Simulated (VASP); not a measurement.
A run of VASP 6.6.1 is set up as follows.

Contents of INCAR:

```
SYSTEM = CdSe
PREC     = Accurate       ! precision mode
ENCUT    = 520            ! plane-wave cutoff, eV
EDIFF    = 1E-6           ! SCF threshold, eV
ISMEAR   = -1             ! smearing method
SIGMA    = 0.05           ! smearing width, eV
LREAL    = .FALSE.        ! projectors in reciprocal space
LASPH    = .TRUE.         ! aspherical terms in the spheres
NELM     = 100            ! most SCF steps
ALGO     = Normal         ! electronic algorithm
ISIF     = 2              ! what is computed and relaxed
LWAVE    = .FALSE.        ! write WAVECAR
LCHARG   = .FALSE.        ! write CHGCAR
NBANDS   = 16             ! bands
```

Contents of KPOINTS:

```
regular mesh
0
G
  12 12 12
  0 0 0
```

POSCAR

```
CdSe
1.0
    0.0000000000      2.6419506301      2.6419506301
    2.6419506301      0.0000000000      2.6419506301
    2.6419506301      2.6419506301      0.0000000000
Cd Se
1 1
Direct
    0.0000000000      0.0000000000      0.0000000000
    0.2500000000      0.2500000000      0.2500000000
```

Potentials or basis: VASP PAW LDA potentials, release 64 (Cd, Se).

Launch:

```console
$ cat potpaw_LDA.64/Cd/POTCAR potpaw_LDA.64/Se/POTCAR > POTCAR
$ mpirun -np 1 vasp_std > vasp.out
```

What does it give for the band gap on the k mesh?

1.11 eV, direct.

Predict the pressure.

57.4 GPa.
